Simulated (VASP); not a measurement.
Input of a VASP 6.6.1 run:

The input INCAR:

```
  PREC = Accurate
  ENCUT = 520
  EDIFF = 1E-6
  ISMEAR = -1
  SIGMA = 0.15
  LREAL = False
  LASPH = True
  NELM = 150
  ALGO = Normal
  ISIF = 2
  LWAVE = False
  LCHARG = False
  LNONCOLLINEAR = True
  MAGMOM = 0 0 0 0 0 0 0 0 0
  LORBIT = 11
  LSORBIT = True
  GGA_COMPAT = False
  LORBMOM = True
  GGA = PE
  ALDAC = 0.0
  AGGAC = 0.0
  NBANDS = 39
```

Contents of KPOINTS:

```
Automatic mesh
0
Gamma
  9 9 9
```

File POSCAR:

```
PbO2
1.0
    0.0000000000      2.5892756245      2.5892756245
    2.5892756245      0.0000000000      2.5892756245
    2.5892756245      2.5892756245      0.0000000000
Pb O
1 2
Direct
    0.0000000000      0.0000000000      0.0000000000
    0.7500000000      0.7500000000      0.7500000000
    0.2500000000      0.2500000000      0.2500000000
```

Potentials or basis: VASP PAW PBE potentials, release 64 (Pb_d, O).

Run with:

```bash
$ cat potpaw_PBE.64/Pb_d/POTCAR potpaw_PBE.64/O/POTCAR > POTCAR
$ mpirun -np 1 vasp_ncl > vasp.out
```

(1) Estimate the net moment.

(2) Estimate the pressure.

## Answers

(1) 0.00 μB per cell.

(2) 46.4 GPa.

Caveat: the cell stands under pressure.
